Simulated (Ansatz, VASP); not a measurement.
**One calculation of TaN, two programs**

The input INCAR:

```
ALGO = Normal
EDIFF = 1E-6
ENCUT = 600
GGA = PE
GGA_COMPAT = F
ISIF = 2
ISMEAR = 0
LASPH = T
LCHARG = F
LREAL = F
LWAVE = F
NBANDS = 33
NELM = 120
PREC = Accurate
SIGMA = 0.1
```

The input KPOINTS:

```
k-points
0
Gamma
  9 9 12
```

File POSCAR:

```
TaN
1.0
    5.3361419841      0.0000000000      0.0000000000
   -2.6680709920      4.6212345164      0.0000000000
    0.0000000000      0.0000000000      2.9927682000
Ta N
3 3
Direct
    0.0000000000      0.0000000000      0.0000000000
    0.3333333333      0.6666666667      0.5000000000
    0.6666666667      0.3333333333      0.5000000000
    0.5000000000      0.0000000000      0.0000000000
    0.5000000000      0.5000000000      0.0000000000
    0.0000000000      0.5000000000      0.0000000000
```

Input for Ansatz:

```yaml
crystal:
  lattice:
    - [5.3361419841, 0.0, 0.0]
    - [-2.668070992, 4.6212345164, 0.0]
    - [0.0, 0.0, 2.9927682]
  atoms:
    - { symbol: Ta, position: [0.0, 0.0, 0.0] }
    - { symbol: Ta, position: [0.3333333333, 0.6666666667, 0.5] }
    - { symbol: Ta, position: [0.6666666667, 0.3333333333, 0.5] }
    - { symbol: "N", position: [0.5, 0.0, 0.0] }
    - { symbol: "N", position: [0.5, 0.5, 0.0] }
    - { symbol: "N", position: [0.0, 0.5, 0.0] }
basis:
  ecutwfc: 420
kpoints:
  mp_grid: { grid: [9, 9, 12] }
hamiltonian:
  xc: pbe
scf:
  occupations: { method: gaussian, width: 0.1 }
output:
  forces: true
  stress: true
  eigenvalues: true
  populations: true
```

Alike in both runs: task single point; functional PBE; k mesh 9 × 9 × 12; occupations gaussian, width 0.1 eV; no spin polarisation.

|  | VASP | Ansatz |
| --- | --- | --- |
| version | VASP 6.6.1 | Ansatz 0.2.0 |
| potentials or method | VASP PAW PBE potentials, release 64 (Ta_pv, N), cutoff 600 eV | scalar-relativistic, plane waves, PAW |
| valence electrons in the cell | 48 | 54 |

|  | VASP | Ansatz | Ansatz less VASP |
| --- | --- | --- | --- |
| gap on the k mesh at the Fermi level (eV) | none | none | - |
| pressure (GPa) | -14.0 | -14.4 | -0.44 |
| traceless stress, the component that is largest in VASP (GPa) | -6.17 | -6.29 | -0.116 |

A gap of «none» marks a metal or a gap that the smearing closes. VASP's potentials hold 48 valence electrons a cell and Ansatz's 54, so a difference there can come from the potentials and not from the codes.

Spin-orbit coupling is off throughout.
